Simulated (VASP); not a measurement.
A run of VASP 6.6.1:

Contents of INCAR:

```
ALGO = Normal ; EDIFF = 1E-6
ENCUT = 520 ; GGA = PS
ISIF = 2 ; ISMEAR = 0
LASPH = True ; LCHARG = False
LREAL = False ; LWAVE = False
NBANDS = 16 ; NELM = 100
PREC = Accurate ; SIGMA = 0.02
```

File KPOINTS:

```
k-points
0
Gamma
  9 9 6
```

The input POSCAR:

```
BN
1.0
    2.5024521521      0.0000000000      0.0000000000
   -1.2512260760      2.1671871355      0.0000000000
    0.0000000000      0.0000000000      4.1143985815
B N
2 2
Direct
    0.3333333333      0.6666666667     -0.0001870908
    0.6666666667      0.3333333333      0.4998129092
    0.3333333333      0.6666666667      0.3741870908
    0.6666666667      0.3333333333      0.8741870908
```

Potentials or basis: VASP PAW PBE potentials, release 64 (B, N).

Run with:

```sh
$ cat potpaw_PBE.64/B/POTCAR potpaw_PBE.64/N/POTCAR > POTCAR
$ mpirun -np 1 vasp_std > vasp.out
```

Hardware: 1 thread of Intel(R) Xeon(R) Platinum 8259CL CPU @ 2.50GHz (Skylake/Cascade Lake), on a shared host.

Q: Estimate the wall time of this run.

A: Run time: 18 s on 1 thread of Intel(R) Xeon(R) Platinum 8259CL CPU @ 2.50GHz (Skylake/Cascade Lake), on a shared host, peak memory 0.14 GiB. Counts: scf iterations 12, k points 48.
